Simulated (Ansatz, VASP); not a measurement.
Pd: VASP beside Ansatz

File INCAR:

```
SYSTEM = Pd
PREC = Accurate
ENCUT = 520
EDIFF = 1E-6
ISMEAR = -1
SIGMA = 0.1
LREAL = .False.
LASPH = .True.
NELM = 60
ALGO = Normal
ISIF = 2
LWAVE = .False.
LCHARG = .False.
NBANDS = 22
```

File KPOINTS:

```
regular mesh
0
Gamma
  9 9 14
  0 0 0
```

Contents of POSCAR:

```
Pd
1.0
    4.4980971055      0.0000000000      0.0000000000
   -2.2490485528      3.8954663621      0.0000000000
    0.0000000000      0.0000000000      2.6757406495
Pd
3
Direct
    0.0000000000      0.0000000000      0.0000000000
    0.3333333333      0.6666666667      0.5000000000
    0.6666666667      0.3333333333      0.5000000000
```

Input for Ansatz:

```yaml
crystal:
  lattice:
    - [4.4980971055, 0.0, 0.0]
    - [-2.2490485528, 3.8954663621, 0.0]
    - [0.0, 0.0, 2.6757406495]
  atoms:
    - { symbol: Pd, position: [0.0, 0.0, 0.0] }
    - { symbol: Pd, position: [0.3333333333, 0.6666666667, 0.5] }
    - { symbol: Pd, position: [0.6666666667, 0.3333333333, 0.5] }
hamiltonian:
  xc: lda
  pseudopotentials:
    kind: paw
    azcp:
      Pd: "pseudopotentials/Pd.paw.azcp"
basis:
  ecutwfc: 420
  fft_grid_basis: typed
kpoints:
  mp_grid: { grid: [9, 9, 14], shift: [0, 0, 0] }
magnetization:
  spin_polarized: false
scf:
  occupations: { method: fermi_dirac, width: 0.1 }
  lower_state_search: "off"
output:
  stress: true
```

Alike in both runs: task single point; functional LDA; k mesh 9 × 9 × 14; occupations fermi-dirac, width 0.1 eV; no spin polarisation.

|  | VASP | Ansatz |
| --- | --- | --- |
| version | VASP 6.6.1 | Ansatz 0.2.0 |
| potentials or method | VASP PAW LDA potentials, release 64 (Pd), cutoff 520 eV | plane waves (420 eV) with PAW, scalar-relativistic |
| valence electrons in the cell | 30 | 54 |

```csv
,VASP,Ansatz,Ansatz less VASP
pressure (GPa),-13.2,-13.3,-0.12
"traceless stress, the component that is largest in VASP (GPa)",0.32,0.30,-0.019
```

Ansatz warns that its potentials were made for another functional, while VASP's fit it. LDA's correlation is that of Perdew and Zunger in VASP and of Perdew and Wang (1992) in Ansatz. VASP's potentials hold 30 valence electrons a cell and Ansatz's 54, so a difference there can come from the potentials and not from the codes.
